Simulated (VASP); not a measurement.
# Nb (Fm-3m) in VASP: notebook

The runs below take Nb through relaxation of cell and atoms, single point, with LDA.

All numbers are computed with VASP 6.6.1; they aren't measurements. Logs are shortened: lines on timing, memory, paths and dates and some standing lists are left out, and cuts for length are marked.

## (1) The cell of the first run

The structure is cubic, space group Fm-3m (No. 225). The conventional cell has a = 4.158 Å, b = 4.158 Å, c = 4.158 Å, α = 90.00°, β = 90.00°, γ = 90.00°. Nb (site symmetry m-3m) has 12 Nb at 2.94 Å within 3.9 Å.

## (2) Relaxation of cell and atoms, LDA

The input, INCAR:

```
ALGO     = Normal         # electronic algorithm
EDIFF    = 1E-6           # SCF threshold, eV
EDIFFG   = -0.01          # ionic threshold
ENCUT    = 600            # plane-wave cutoff, eV
GGA      = CA             # functional
IBRION   = 2              # ionic algorithm
ISIF     = 3              # what is computed and relaxed
ISMEAR   = -1             # smearing method
LASPH    = T              # aspherical terms in the spheres
LCHARG   = F              # write CHGCAR
LREAL    = F              # projectors in reciprocal space
LWAVE    = F              # write WAVECAR
NELM     = 60             # most SCF steps
NSW      = 80             # ionic steps
PREC     = Accurate       # precision mode
SIGMA    = 0.1            # smearing width, eV
```

The input, KPOINTS:

```
k-points
0
Gamma
  13 13 13
```

The input, POSCAR:

```
Nb
1.0
    0.0000000000      2.0791217165      2.0791217165
    2.0791217165      0.0000000000      2.0791217165
    2.0791217165      2.0791217165      0.0000000000
Nb
1
Direct
    0.0000000000      0.0000000000      0.0000000000
```

Potentials or basis: VASP PAW LDA potentials, release 64 (Nb_sv).

Command:

```bash
cat potpaw_LDA.64/Nb_sv/POTCAR > POTCAR
mpirun -np 1 vasp_std > vasp.out
```

OUTCAR:

```text
EDIFF = 1E-6
   EDIFFG = -0.01
   ENCUT = 600
   GGA = CA
   IBRION = 2
   ISIF = 3
   ISMEAR = -1
   LASPH = T
   LREAL = F
   NELM = 60
   NSW = 80
   PREC = Accurate

 ion  position               nearest neighbor table
   1  0.000  0.000  0.000-

  LATTYP: Found a face centered cubic cell.
 ALAT       =     4.1582434330

  Lattice vectors:

 A1 = (   0.0000000000,   2.0791217165,   2.0791217165)
 A2 = (   2.0791217165,   0.0000000000,   2.0791217165)
 A3 = (   2.0791217165,   2.0791217165,   0.0000000000)

Analysis of symmetry for initial positions (statically):
=====================================================================
 Subroutine PRICEL returns:
 Original cell was already a primitive cell.

 Routine SETGRP: Setting up the symmetry group for a
 face centered cubic supercell.

 Subroutine GETGRP returns: Found 48 space group operations
 (whereof 48 operations were pure point group operations)
 out of a pool of 48 trial point group operations.

The static configuration has the point symmetry O_h .

Analysis of symmetry for dynamics (positions and initial velocities):
=====================================================================
 Subroutine PRICEL returns:
 Original cell was already a primitive cell.

 Routine SETGRP: Setting up the symmetry group for a
 face centered cubic supercell.

 Subroutine GETGRP returns: Found 48 space group operations
 (whereof 48 operations were pure point group operations)
 out of a pool of 48 trial point group operations.

The dynamic configuration has the point symmetry O_h .

 Subroutine INISYM returns: Found 48 space group operations
 (whereof 48 operations are pure point group operations),
 and found     1 'primitive' translations

----------------------------------------------------------------------------------------

                                     Primitive cell

  volume of cell :      17.9750

  direct lattice vectors                    reciprocal lattice vectors
     0.000000000  2.079121716  2.079121716    -0.240486161  0.240486161  0.240486161
     2.079121716  0.000000000  2.079121716     0.240486161 -0.240486161  0.240486161
     2.079121716  2.079121716  0.000000000     0.240486161  0.240486161 -0.240486161

  length of vectors
     2.940322129  2.940322129  2.940322129     0.416534249  0.416534249  0.416534249

  position of ions in fractional coordinates (direct lattice)
     0.000000000  0.000000000  0.000000000

  ion indices of the primitive-cell ions
   primitive index   ion index
                 1           1
[... 85 lines left out ...]
   EMIN   =  10.00;   EMAX   =-10.00  energy-range for DOS
   EFERMI =   0.00;   METHOD = LEGACY
   ISMEAR =    -1;   SIGMA  =   0.10  broadening in eV -4-tet -1-fermi 0-gaus
   EFERMI_NEDOS =   21; number of points for ismear=-14 and -15
   IALGO  =     38    algorithm
   IMIX   =      4    mixing-type and parameters
     AMIX     =   0.40;   BMIX     =  1.00
     AMIX_MAG =   1.60;   BMIX_MAG =  1.00
  volume/ion in A,a.u.               =      17.98       121.30
  Fermi-wavevector in a.u.,A,eV,Ry     =   1.469488  2.776930 29.380351  2.159395
  Thomas-Fermi vector in A             =   2.584859
   LORBIT       =      0    0 simple, 1 ext, 2 COOP (PROOUT), +10 PAW based schemes
   GGA     = CA    functional components
   LHFCALC =     F    Hartree Fock is set to
   AEXX    =    0.0000 exact exchange contribution
   IVDW    =     0    specifies the selected vdW correction
   LEPSILON=     F    determine dielectric tensor
   LRPA    =     F    only Hartree local field effects (RPA)
 conjugate gradient relaxation of ions
 non-spin polarized calculation
  energy-cutoff  :      600.00
  volume of cell :       17.98
 maximum number of plane-waves:       610
   NGX = 11   NGY = 11   NGZ = 11

--------------------------------------- Ionic step        1  -------------------------------------------

 number of electron      13.0000000 magnetization

 Free energy of the ion-electron system (eV)
  ---------------------------------------------------
  ext. energy  EPLUGINS =         0.00000000
  ---------------------------------------------------
  free energy    TOTEN  =       -10.91150042 eV

  energy without entropy =      -10.85986896  energy(sigma->0) =      -10.88568469

------------------------ aborting loop because EDIFF is reached ----------------------------------------

  FORCE on cell =-STRESS in cart. coord.  units (eV):
  Direction    XX          YY          ZZ          XY          YZ          ZX
  --------------------------------------------------------------------------------------
  -------------------------------------------------------------------------------------
  Total       -0.2430912     -0.2430912     -0.2430912     -0.0000000     -0.0000000      0.0000000
  in kB      -21.6675614    -21.6675614    -21.6675614     -0.0000000     -0.0000000      0.0000000
  external PRESSURE =     -21.6675614 kB  Pullay stress =       0.0000000 kB
[... 57 lines left out ...]
--------------------------------------- Ionic step        3  -------------------------------------------

 number of electron      13.0000000 magnetization

 Free energy of the ion-electron system (eV)
  ---------------------------------------------------
  ext. energy  EPLUGINS =         0.00000000
  ---------------------------------------------------
  free energy    TOTEN  =       -10.91295502 eV

  energy without entropy =      -10.86141631  energy(sigma->0) =      -10.88718566

 E-fermi :  11.5452     XC(G=0): -12.7889

 val. band max:       11.5077184441   @ k =  -0.3077   0.4615   0.1538
 cond. band min:      11.5520506185   @ k =  -0.3077   0.0769   0.0000
 fundamental gap:      0.0443321744
 Fermi energy:        11.5451907141

 k-point     1 :       0.0000    0.0000    0.0000
  band No.  band energies     occupation
      1     -42.8715      2.00000
      2     -18.3003      2.00000
      3     -18.3003      2.00000
      4     -18.3003      2.00000
      5       5.2292      2.00000
      6      11.6000      0.73278
      7      11.6000      0.73278
      8      11.6000      0.73278
      9      14.3822      0.00000
     10      14.3822      0.00000
[... 287 lines left out ...]
 k-point    24 :       0.4615    0.1538    0.0000
  band No.  band energies     occupation
      1     -42.6173      2.00000
      2     -19.5585      2.00000
      3     -18.6484      2.00000
      4     -18.5605      2.00000
      5       8.1907      2.00000
      6      10.4409      1.99997
      7      11.5896      0.78152
      8      12.2745      0.00136
      9      16.6246      0.00000
     10      17.0822      0.00000

 [... further k-points ...]
[... 5 lines left out ...]
  --------------------------------------------------------------------------------------
  -------------------------------------------------------------------------------------
  Total       -0.0012785     -0.0012785     -0.0012785     -0.0000000     -0.0000000      0.0000000
  in kB       -0.1153229     -0.1153229     -0.1153229     -0.0000000     -0.0000000      0.0000000
  external PRESSURE =      -0.1153229 kB  Pullay stress =       0.0000000 kB
[... 16 lines left out ...]
  FREE ENERGIE OF THE ION-ELECTRON SYSTEM (eV)
  ---------------------------------------------------
  free  energy   TOTEN  =       -10.9129550186 eV

  energy  without entropy=      -10.8614163099  energy(sigma->0) =      -10.88718566

 reached required accuracy - stopping structural energy minimisation
```

OSZICAR:

```text
N       E                     dE             d eps       ncg     rms          rms(c)
DAV:   1     0.138180849432E+03    0.13818E+03   -0.81009E+03  1680   0.147E+03
DAV:   2    -0.443853199765E+01   -0.14262E+03   -0.13975E+03  1856   0.501E+02
DAV:   3    -0.109953761962E+02   -0.65568E+01   -0.61899E+01  2602   0.952E+01
DAV:   4    -0.113714589142E+02   -0.37608E+00   -0.37181E+00  2500   0.191E+01
[... 23 lines left out ...]
DAV:   4    -0.109111686884E+02   -0.16704E-02   -0.17637E-03  1976   0.463E-01    0.215E-01
DAV:   5    -0.109129693436E+02   -0.18007E-02   -0.55402E-03  2896   0.556E-01    0.900E-02
DAV:   6    -0.109129519844E+02    0.17359E-04   -0.73845E-05  2118   0.116E-01    0.432E-02
DAV:   7    -0.109129547613E+02   -0.27768E-05   -0.30916E-05  2256   0.830E-02    0.514E-03
DAV:   8    -0.109129550186E+02   -0.25739E-06   -0.11087E-06  1410   0.134E-02
   3 F= -.10912955E+02 E0= -.10887186E+02  d E =-.145460E-02
```

Wall time 25 s (1 thread of Intel Xeon 6975P-C, shared host); peak memory 0.15 GiB.

What came out:

| Quantity | Value |
| --- | --- |
| Free energy | -10.9130 eV |
| Relaxed volume | 17.76 Å³/atom |
| Relaxed cell | a = 2.929 Å, b = 2.929 Å, c = 2.929 Å, α = 60.00°, β = 60.00°, γ = 60.00° |
| Space group after relaxing (to 0.05 Å) | Fm-3m (No. 225) |
| Energy gained by relaxing | 1.5 meV/atom |
| Ionic steps | 3 |
| Pressure after relaxing | 0.0 GPa |

Step by step:
| step | energy change (eV) | largest force (eV/Å) | pressure (GPa) | volume (Å³) |
| --- | --- | --- | --- | --- |
| 1 | 0.0000 | 0.0000 | -2.17 | 17.98 |
| 2 | 0.0041 | 0.0000 | 4.43 | 17.35 |
| 3 | -0.0015 | 0.0000 | -0.01 | 17.76 |

Final structure:
```yaml
crystal:
  lattice:
    - [0.00000, 2.07088, 2.07088]
    - [2.07088, 0.00000, 2.07088]
    - [2.07088, 2.07088, 0.00000]
  atoms:
    - { symbol: Nb, position: [0.00000, 0.00000, 0.00000] }
```

## (3) Single point, LDA

This run uses another cell than the first one, of 17.77 Å³/atom, 0.989 times its volume.

The input, INCAR:

```
  PREC = Accurate
  ENCUT = 520
  EDIFF = 1E-6
  ISMEAR = -1
  SIGMA = 0.1
  LREAL = False
  LASPH = True
  NELM = 60
  ALGO = Normal
  ISIF = 2
  LWAVE = False
  LCHARG = False
  GGA = CA
  NBANDS = 12
```

The input, KPOINTS:

```
regular mesh
0
Gamma
  21 21 21
```

The input, POSCAR:

```
Nb
1.0
    0.0000000000      2.0711543911      2.0711543911
    2.0711543911      0.0000000000      2.0711543911
    2.0711543911      2.0711543911      0.0000000000
Nb
1
Direct
    0.0000000000      0.0000000000      0.0000000000
```

Potentials or basis: VASP PAW LDA potentials, release 64 (Nb_sv).

Command:

```bash
cat potpaw_LDA.64/Nb_sv/POTCAR > POTCAR
mpirun -np 1 vasp_std > vasp.out
```

It took 34 s on 1 thread of Intel Xeon 6975P-C, shared host; peak memory 0.18 GiB.

It converged, with:

| Item | Value |
| --- | --- |
| Free energy | -10.9147 eV |
| Pressure | -0.4 GPa |

Levels at points of the mesh, in eV from the Fermi level:
```tsv
k point	band 2	band 3	band 4	band 5	band 6	band 7	band 8	band 9	band 10	band 11
(0.00, 0.00, 0.00)	-29.86	-29.86	-29.86	-6.33	0.04	0.04	0.04	2.82	2.82	11.92
```
